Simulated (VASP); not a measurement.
# BN in VASP: single point with PBEsol

Aim: the single point of BN with PBEsol.

Program: VASP 6.6.1. These are calculated values, not measurements. Logs are shortened: lines on timing, memory, paths and dates and some standing lists are left out, and cuts for length are marked.

**1. The cell of the first run**

The cell holds an amorphous packing of atoms, 64 atoms: a = 7.789 Å, b = 7.789 Å, c = 7.789 Å, α = 90.00°, β = 90.00°, γ = 90.00°.

**2. Single point, PBEsol**

INCAR

```
PREC = Accurate
ENCUT = 520
EDIFF = 1E-6
ISMEAR = -1
SIGMA = 0.05
LREAL = Auto
LASPH = True
NELM = 100
ALGO = Normal
ISIF = 2
LWAVE = False
LCHARG = True
GGA = PS
LELF = True
LVHAR = True
NBANDS = 166
```

KPOINTS

```
Automatic mesh
0
Gamma
  1 1 1
```

POSCAR

```
BN
1.0
    7.7885180000      0.0000000000      0.0000000000
    0.0000000000      7.7885180000      0.0000000000
    0.0000000000      0.0000000000      7.7885180000
B N
32 32
Direct
    0.1190290000      0.2483480000      0.1235010000
    0.5800340000      0.4263470000      0.5771510000
    0.9581150000      0.7168840000      0.9696040000
    0.0981240000      0.5042330000      0.7234600000
    0.6338510000      0.1489980000      0.7291070000
    0.5150460000      0.6415580000      0.1636330000
    0.5678040000      0.4218820000      0.8805310000
    0.5285790000      0.2395210000      0.1908100000
    0.2082370000      0.5311370000      0.1862720000
    0.2457900000      0.1369650000      0.8372970000
    0.3171340000      0.2950740000      0.4004130000
    0.1554660000      0.8305080000      0.8341870000
    0.8995780000      0.2651280000      0.8942840000
    0.5756120000      0.2556650000      0.3992080000
    0.3627430000      0.5833330000      0.9009780000
    0.5652770000      0.7193470000      0.4615710000
    0.0689600000      0.0430980000      0.3558410000
    0.6398830000      0.8823610000      0.9569280000
    0.4779100000      0.9227630000      0.2141290000
    0.3402140000      0.3054680000      0.7604870000
    0.4278910000      0.0922040000      0.9589470000
    0.7445060000      0.9914860000      0.4657220000
    0.7929240000      0.3725630000      0.0585320000
    0.9363000000      0.7753740000      0.6308940000
    0.0356250000      0.0403440000      0.0401280000
    0.8844330000      0.2716070000      0.5726940000
    0.7600000000      0.5211560000      0.3509660000
    0.1749690000      0.0387750000      0.6284720000
    0.1794020000      0.4359720000      0.4752020000
    0.4150020000      0.0147150000      0.4815460000
    0.0155080000      0.7045450000      0.3157400000
    0.2510730000      0.7736530000      0.3753980000
    0.0651810000      0.8729740000      0.9845820000
    0.0809930000      0.1986010000      0.9342500000
    0.3458410000      0.6120090000      0.0794220000
    0.0498600000      0.6818360000      0.7631510000
    0.4287980000      0.0842500000      0.1445600000
    0.5873270000      0.0870140000      0.5192140000
    0.5346990000      0.6000460000      0.8177880000
    0.4230810000      0.8467620000      0.3991370000
    0.6005770000      0.3581190000      0.0539150000
    0.1818400000      0.5995910000      0.3744620000
    0.5796920000      0.0336070000      0.8742230000
    0.2736790000      0.9482350000      0.7564290000
    0.8600190000      0.4836720000      0.1854360000
    0.5430350000      0.6030430000      0.6305110000
    0.7296450000      0.8192050000      0.4284840000
    0.0009680000      0.9679460000      0.6171700000
    0.9184850000      0.0729790000      0.4880250000
    0.5274130000      0.3121600000      0.7269220000
    0.1118030000      0.8655560000      0.3225710000
    0.2545220000      0.4646380000      0.8032570000
    0.0147990000      0.1223060000      0.1986270000
    0.9917340000      0.6050340000      0.1348740000
    0.8659570000      0.6953520000      0.4427010000
    0.7852760000      0.7839960000      0.8864450000
    0.0332280000      0.3958860000      0.5862170000
    0.8150710000      0.2158940000      0.7428090000
    0.2370320000      0.3466390000      0.2155930000
    0.5734130000      0.8129150000      0.1103240000
    0.5771640000      0.5828040000      0.3260490000
    0.7317620000      0.3666280000      0.4725750000
    0.2502120000      0.1122280000      0.4603290000
    0.7789750000      0.8130310000      0.7286230000
```

Potentials or basis: VASP PAW PBE potentials, release 64 (B, N).

Run with:

```sh
$ cat potpaw_PBE.64/B/POTCAR potpaw_PBE.64/N/POTCAR > POTCAR
$ mpirun -np 1 vasp_gam > vasp.out
```

OUTCAR:

```text
PREC = Accurate
   ENCUT = 520
   EDIFF = 1E-6
   ISMEAR = -1
   LREAL = Auto
   LASPH = True
   NELM = 100
   ISIF = 2
   GGA = PS

 ion  position               nearest neighbor table
   1  0.119  0.248  0.124-  59 1.39  53 1.40  34 1.55  25 1.86
   2  0.580  0.426  0.577-  46 1.47  62 1.51  50 1.52  14 1.92
   3  0.958  0.717  0.970-  33 1.48  54 1.58  56 1.58  36 1.78  12 2.06
   4  0.098  0.504  0.723-  52 1.40  57 1.45  36 1.47  29 2.10
   5  0.634  0.149  0.729-  43 1.50  58 1.51  50 1.52  38 1.74
   6  0.515  0.642  0.164-  61 1.43  60 1.47  35 1.49
   7  0.568  0.422  0.881-  41 1.46  39 1.49  50 1.50  15 2.04
   8  0.529  0.240  0.191-  37 1.48  41 1.52  14 1.67
   9  0.208  0.531  0.186-  59 1.47  35 1.50  42 1.57  54 1.83
  10  0.246  0.137  0.837-  34 1.56  44 1.61  20 1.62  21 1.74  28 1.88
  11  0.317  0.295  0.400-  63 1.59  59 1.62  29 1.64  14 2.04
  12  0.155  0.831  0.834-  33 1.41  44 1.43  36 1.52   3 2.06
  13  0.900  0.265  0.894-  58 1.40  34 1.54  23 1.74
  14  0.576  0.256  0.399-  62 1.60  38 1.61   8 1.67   2 1.92  11 2.04
  15  0.363  0.583  0.901-  35 1.41  52 1.46  39 1.49   7 2.04
  16  0.565  0.719  0.462-  61 1.50  47 1.52  40 1.56  46 1.61
  17  0.069  0.043  0.356-  53 1.43  51 1.45  49 1.58  63 1.72
[... 31 lines left out ...]
  49  0.918  0.073  0.488-  48 1.45  22 1.51  17 1.58  26 1.70
  50  0.527  0.312  0.727-  20 1.48   7 1.50   5 1.52   2 1.52
  51  0.112  0.866  0.323-  32 1.36  17 1.45  31 1.46
  52  0.255  0.465  0.803-   4 1.40  20 1.45  15 1.46
  53  0.015  0.122  0.199-  25 1.40   1 1.40  17 1.43
  54  0.992  0.605  0.135-  45 1.45   3 1.58  31 1.62   9 1.83
  55  0.866  0.695  0.443-  47 1.44  31 1.53  24 1.68  27 1.74
  56  0.785  0.784  0.886-  64 1.25  18 1.47   3 1.58
  57  0.033  0.396  0.586-   4 1.45  29 1.46  26 1.51
  58  0.815  0.216  0.743-  13 1.40  26 1.50   5 1.51
  59  0.237  0.347  0.216-   1 1.39   9 1.47  11 1.62
  60  0.573  0.813  0.110-  19 1.39  18 1.41   6 1.47
  61  0.577  0.583  0.326-   6 1.43  16 1.50  27 1.52
  62  0.732  0.367  0.473-   2 1.51  27 1.55  14 1.60  26 1.60
  63  0.250  0.112  0.460-  30 1.50  28 1.54  11 1.59  17 1.72
  64  0.779  0.813  0.729-  56 1.25  24 1.47

  LATTYP: Found a simple cubic cell.
 ALAT       =     7.7885180000

  Lattice vectors:

 A1 = (   7.7885180000,   0.0000000000,   0.0000000000)
 A2 = (   0.0000000000,   7.7885180000,   0.0000000000)
 A3 = (   0.0000000000,   0.0000000000,   7.7885180000)

Analysis of symmetry for initial positions (statically):
=====================================================================
 Subroutine PRICEL returns:
 Original cell was already a primitive cell.
[... 227 lines left out ...]
   NFREE  =      0    steps in history (QN), initial steepest desc. (CG)
   ISIF   =      2    stress and relaxation
   ISYM   =      2    0-nonsym 1-usesym 2-fastsym
   POTIM  = 0.5000    time-step for ionic-motion
   TEBEG  =    0.0;   TEEND  =   0.0 temperature during run
   PSTRESS=    0.0 pullay stress
   NELECT =     256.0000    total number of electrons
   NUPDOWN=      -1.0000    fix difference up-down
   EMIN   =  10.00;   EMAX   =-10.00  energy-range for DOS
   EFERMI =   0.00;   METHOD = LEGACY
   ISMEAR =    -1;   SIGMA  =   0.05  broadening in eV -4-tet -1-fermi 0-gaus
   EFERMI_NEDOS =   21; number of points for ismear=-14 and -15
   IALGO  =     38    algorithm
   IMIX   =      4    mixing-type and parameters
     AMIX     =   0.40;   BMIX     =  1.00
     AMIX_MAG =   1.60;   BMIX_MAG =  1.00
  volume/ion in A,a.u.               =       7.38        49.82
  Fermi-wavevector in a.u.,A,eV,Ry     =   1.334648  2.522119 24.235848  1.781285
  Thomas-Fermi vector in A             =   2.463413
   LORBIT       =      0    0 simple, 1 ext, 2 COOP (PROOUT), +10 PAW based schemes
   GGA     = PS    functional components
   LHFCALC =     F    Hartree Fock is set to
   AEXX    =    0.0000 exact exchange contribution
   IVDW    =     0    specifies the selected vdW correction
   LEPSILON=     F    determine dielectric tensor
   LRPA    =     F    only Hartree local field effects (RPA)
 non-spin polarized calculation
  energy-cutoff  :      520.00
  volume of cell :      472.46
 maximum number of plane-waves:      6399
 NGX is ok and might be reduce to    60
   NGX = 29   NGY = 29   NGZ = 29

 number of electron     256.0000000 magnetization

 Free energy of the ion-electron system (eV)
  ---------------------------------------------------
  ext. energy  EPLUGINS =         0.00000000
  ---------------------------------------------------
  free energy    TOTEN  =      -530.37860049 eV

  energy without entropy =     -530.37778445  energy(sigma->0) =     -530.37819247

 E-fermi :   6.2865     XC(G=0): -11.5674

 val. band max:        5.9034841429   @ k =   0.0000   0.0000   0.0000
 cond. band min:       6.6697159001   @ k =   0.0000   0.0000   0.0000
 fundamental gap:      0.7662317572
 Fermi energy:         6.2865359099

 k-point     1 :       0.0000    0.0000    0.0000
  band No.  band energies     occupation
      1     -16.4501      2.00000
      2     -15.3611      2.00000
      3     -14.7482      2.00000
      4     -14.5981      2.00000
      5     -14.2956      2.00000
      6     -13.9189      2.00000
[... 132 lines left out ...]
    139       9.3635      0.00000
    140       9.5376      0.00000
 [bands above 140 left out]

------------------------ aborting loop because EDIFF is reached ----------------------------------------

  FORCE on cell =-STRESS in cart. coord.  units (eV):
  Direction    XX          YY          ZZ          XY          YZ          ZX
  --------------------------------------------------------------------------------------
  -------------------------------------------------------------------------------------
  Total       20.0742984     37.8428815     21.8298440     -3.0176768     11.0597812    -10.2877732
  in kB       68.0748157    128.3306213     74.0281217    -10.2333735     37.5052992    -34.8873098
  external PRESSURE =      90.1445196 kB  Pullay stress =       0.0000000 kB

 VOLUME and BASIS-vectors are now :
 -----------------------------------------------------------------------------
  energy-cutoff  :      520.00
  volume of cell :      472.46
      direct lattice vectors                 reciprocal lattice vectors
     7.788518000  0.000000000  0.000000000     0.128394131  0.000000000  0.000000000
     0.000000000  7.788518000  0.000000000     0.000000000  0.128394131  0.000000000
     0.000000000  0.000000000  7.788518000     0.000000000  0.000000000  0.128394131

 POSITION                                       TOTAL-FORCE (eV/Angst)
 -----------------------------------------------------------------------------------
      0.92706      1.93426      0.96189         0.023114      0.046753     -0.004040
      4.51761      3.32061      4.49515        -0.011083     -0.008556     -0.016050
      7.46230      5.58346      7.55178        -0.021807     -0.047039      0.007699
      0.76424      3.92723      5.63468        -0.010469     -0.001926      0.008293
      4.93676      1.16047      5.67866        -0.006941     -0.028799     -0.022835
      4.01145      4.99679      1.27446         0.006403     -0.026561     -0.005937
[... 56 lines left out ...]
      1.94878      0.87409      3.58528        -0.025109      0.017437     -0.012971
      6.06706      6.33231      5.67489        -0.022131      0.036734     -0.227109
 -----------------------------------------------------------------------------------
    total drift:                                0.000711     -0.000384      0.000303

  FREE ENERGIE OF THE ION-ELECTRON SYSTEM (eV)
  ---------------------------------------------------
  free  energy   TOTEN  =      -530.3786004942 eV

  energy  without entropy=     -530.3777844491  energy(sigma->0) =     -530.37819247
```

Wall time 2.7 min (1 thread of Intel Xeon 6975P-C (Granite Rapids), shared host); peak memory 0.47 GiB.

Results:

| Quantity | Value |
| --- | --- |
| Free energy | -530.3786 eV |
| Pressure | 9.0 GPa |
| Largest force | 0.231 eV/Å |
| Band gap on the k mesh | 0.77 eV |

Forces in eV/Å, atoms in the order of the input:
```
B    0.023  0.047 -0.004
B   -0.011 -0.009 -0.016
B   -0.022 -0.047  0.008
B   -0.010 -0.002  0.008
B   -0.007 -0.029 -0.023
B    0.006 -0.027 -0.006
B    0.022 -0.004  0.035
B   -0.012  0.029  0.012
B   -0.018  0.020 -0.023
B    0.003  0.005  0.007
B    0.010 -0.002 -0.008
B    0.043 -0.018 -0.016
B    0.006  0.023  0.032
B   -0.005  0.004  0.000
B   -0.014  0.027  0.006
B   -0.027  0.011  0.047
B    0.003  0.025  0.014
B    0.005 -0.006  0.005
B   -0.018  0.003  0.032
B   -0.013 -0.018 -0.005
B   -0.035  0.016 -0.019
B   -0.012  0.006 -0.007
B    0.024 -0.010 -0.007
B    0.006 -0.004 -0.043
B   -0.012 -0.048 -0.008
B    0.008 -0.005 -0.036
B    0.038 -0.002  0.009
B    0.002  0.027 -0.016
B    0.017  0.006 -0.005
B    0.006  0.010  0.018
B   -0.034 -0.024 -0.016
B    0.059 -0.002  0.010
N   -0.004  0.044  0.033
N    0.011  0.024 -0.038
N   -0.014  0.006  0.007
N    0.000 -0.017  0.008
N   -0.011 -0.007  0.020
N    0.009  0.008  0.017
N    0.010  0.032  0.023
N   -0.004 -0.027 -0.008
N   -0.018 -0.008  0.008
N    0.009 -0.029  0.031
N    0.021 -0.002 -0.018
N    0.031 -0.017  0.020
N   -0.036 -0.034  0.013
N    0.008  0.041 -0.050
N   -0.031  0.041 -0.002
N    0.022 -0.052  0.044
N   -0.039  0.061 -0.036
N   -0.001 -0.011 -0.014
N   -0.018  0.042 -0.007
N   -0.013  0.000 -0.003
N   -0.029 -0.003  0.037
N    0.048  0.032 -0.016
N    0.039 -0.052  0.002
N    0.004 -0.039  0.219
N   -0.017 -0.021  0.000
N   -0.009 -0.014 -0.008
N    0.011 -0.017  0.003
N    0.014 -0.004 -0.016
N   -0.010 -0.023 -0.013
N    0.030 -0.011  0.000
N   -0.025  0.017 -0.013
N   -0.022  0.037 -0.227
```

Levels at points of the mesh, in eV from the valence-band top:
```csv
k point,band 126,band 127,band 128,band 129,band 130,band 131
"(0.00, 0.00, 0.00)",-0.70,-0.61,0.00,0.77,1.06,1.93
```

Caveat: the k points lie up to 0.81 Å⁻¹ apart; the standard files for N, O and F lose accuracy on very short bonds; the PAW data sets were made with another functional, which shifts forces and pressure a little.
